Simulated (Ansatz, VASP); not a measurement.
## One calculation of SrO, two programs

```
Sr O
1.0
     0.00000    2.79228    2.79228
     2.79228    0.00000    2.79228
     2.79228    2.79228    0.00000
Sr O
1 1
Cartesian
  0.0000 0.0000 0.0000
  1.3961 1.3961 1.3961
```

Alike in both runs: task single point; functional r2SCAN; k mesh 8 × 8 × 8; no spin polarisation.

|  | VASP | Ansatz |
| --- | --- | --- |
| version | VASP 6.6.1 | Ansatz 0.2.0 |
| potentials or method | VASP PAW PBE potentials, release 64 (Sr_sv, O) | plane waves, PAW |
| plane-wave cutoff (eV) | 520 | 500 |
| occupations | gaussian, width 0.01 eV | fixed |
| valence electrons in the cell | 16 | 16 |

VASP gave:

```
gap on the k mesh at the Fermi level (eV) : 2.90
pressure (GPa)                            : 0.5
```

Problem. What did Ansatz give for the same quantities?

Solution. gap on the k mesh at the Fermi level (eV): 2.89; pressure (GPa): 0.0.

VASP's potentials were made for PBE, not for r2SCAN.
